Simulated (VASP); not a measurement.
A run of VASP 6.6.1:

Contents of INCAR:

```
ALGO = Normal
EDIFF = 1E-6
EDIFFG = -0.01
ENCUT = 600
GGA = PE
IBRION = 2
ISIF = 8
ISMEAR = 0
LASPH = True
LCHARG = False
LREAL = False
LWAVE = False
NELM = 60
NSW = 80
PREC = Accurate
SIGMA = 0.05
```

The input KPOINTS:

```
k-points
0
Gamma
  10 10 10
```

POSCAR

```
MoS2
1.0
    1.5800000000      0.9122134300      6.1500000000
   -1.5800000000      0.9122134300      6.1500000000
    0.0000000000     -1.8244268500      6.1500000000
Mo S
1 2
Direct
    0.0000000000      0.0000000000      0.0000000000
    0.2500000000      0.2500000000      0.2500000000
    0.4170000000      0.4170000000      0.4170000000
```

Potentials or basis: VASP PAW PBE potentials, release 64 (Mo_sv, S).

Run with:

```console
$ cat potpaw_PBE.64/Mo_sv/POTCAR potpaw_PBE.64/S/POTCAR > POTCAR
$ mpirun -np 1 vasp_std > vasp.out
```

Hardware: 1 thread of Intel(R) Xeon(R) Platinum 8488C (Sapphire Rapids), with other jobs on the host.

Q: Estimate the wall time of this run.

A: Run time: 32 min on 1 thread of Intel(R) Xeon(R) Platinum 8488C (Sapphire Rapids) (shared host), peak memory 0.48 GiB. Counts: scf iterations 72, k points 116, ion steps 9.
